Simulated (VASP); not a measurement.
Input of a VASP 6.6.1 run:

Contents of INCAR:

```
SYSTEM = TiC
PREC     = Accurate       ! precision mode
ENCUT    = 520            ! plane-wave cutoff, eV
EDIFF    = 1E-6           ! SCF threshold, eV
ISMEAR   = -1             ! smearing method
SIGMA    = 0.08           ! smearing width, eV
LREAL    = .FALSE.        ! projectors in reciprocal space
LASPH    = .TRUE.         ! aspherical terms in the spheres
NELM     = 80             ! most SCF steps
ALGO     = Normal         ! electronic algorithm
ISIF     = 2              ! what is computed and relaxed
LWAVE    = .FALSE.        ! write WAVECAR
LCHARG   = .FALSE.        ! write CHGCAR
GGA      = PE             ! functional
NBANDS   = 15             ! bands
```

KPOINTS

```
Automatic mesh
0
G
  16 16 16
  0 0 0
```

Contents of POSCAR:

```
TiC
1.0
    0.0000000000      2.1147521342      2.1147521342
    2.1147521342      0.0000000000      2.1147521342
    2.1147521342      2.1147521342      0.0000000000
Ti C
1 1
Direct
    0.0000000000      0.0000000000      0.0000000000
    0.5000000000      0.5000000000      0.5000000000
```

Potentials or basis: VASP PAW PBE potentials, release 64 (Ti_sv, C).

Launch:

```console
$ cat potpaw_PBE.64/Ti_sv/POTCAR potpaw_PBE.64/C/POTCAR > POTCAR
$ mpirun -np 1 vasp_std > vasp.out
```

Task: Estimate the band gap on the k mesh.

Result: Zero (band 8 reaches 10.99 eV, above the bottom of band 9 at 9.85 eV).

Task: What does it give for the pressure?

Result: 21.2 GPa.
